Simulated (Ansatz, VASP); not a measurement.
# Two plane-wave programs on Ga2TeAs2

INCAR

```
PREC = Accurate
ENCUT = 520
EDIFF = 1E-6
ISMEAR = 0
SIGMA = 0.1
LREAL = False
LASPH = True
NELM = 80
ALGO = Normal
ISIF = 2
LWAVE = False
LCHARG = False
GGA = PE
NBANDS = 29
```

File KPOINTS:

```
regular mesh
0
Gamma
  4 4 4
```

File POSCAR:

```
Ga2TeAs2
1.0
    3.6253130900     -3.9396651900      0.0000000000
    3.6253130900      3.9396651900      0.0000000000
    0.0000000000      0.0000000000      5.0538312800
Ga Te As
2 1 2
Direct
    0.8233691800      0.1766308200      0.0000000000
    0.1766308200      0.8233691800      0.0000000000
    0.5000000000      0.5000000000      0.5000000000
    0.5000000000      0.5000000000      0.0000000000
    0.0000000000      0.0000000000      0.5000000000
```

Input for Ansatz:

```yaml
crystal:
  lattice:
    - [3.62531309, -3.93966519, 0.0]
    - [3.62531309, 3.93966519, 0.0]
    - [0.0, 0.0, 5.05383128]
  atoms:
    - { symbol: Ga, position: [0.82336918, 0.17663082, 0.0] }
    - { symbol: Ga, position: [0.17663082, 0.82336918, 0.0] }
    - { symbol: Te, position: [0.5, 0.5, 0.5] }
    - { symbol: As, position: [0.5, 0.5, 0.0] }
    - { symbol: As, position: [0.0, 0.0, 0.5] }
basis:
  ecutwfc: 420
kpoints:
  mp_grid: { grid: [4, 4, 4] }
hamiltonian:
  xc: pbe
scf:
  occupations: { method: gaussian, width: 0.1 }
  lower_state_search: "off"
output:
  forces: true
  stress: true
  eigenvalues: true
```

Alike in both runs: task single point; functional PBE; k mesh 4 × 4 × 4; occupations gaussian, width 0.1 eV; no spin polarisation.

|  | VASP | Ansatz |
| --- | --- | --- |
| version | VASP 6.6.1 | Ansatz 0.2.0 |
| potentials or method | VASP PAW PBE potentials, release 64 (Ga_d, Te, As), cutoff 520 eV | scalar-relativistic, plane waves, PAW |
| valence electrons in the cell | 42 | 72 |

VASP gave:

* gap on the k mesh at the Fermi level (eV): none
* pressure (GPa): 0.4
* traceless stress, the component that is largest in VASP (GPa): -4.78
* rms of the force components (eV/Å): 0.218

**Question.** What did Ansatz give for the same quantities?

**Answer.** gap on the k mesh at the Fermi level (eV): none; pressure (GPa): 0.3; traceless stress, the component that is largest in VASP (GPa): -4.70; rms of the force components (eV/Å): 0.216.

Atom by atom the forces differ by 0.002 eV/Å (rms over components). A gap of «none» marks a metal or a gap that the smearing closes. VASP's potentials hold 42 valence electrons a cell and Ansatz's 72, so a difference there can come from the potentials and not from the codes.

Neither program's run includes spin-orbit coupling.
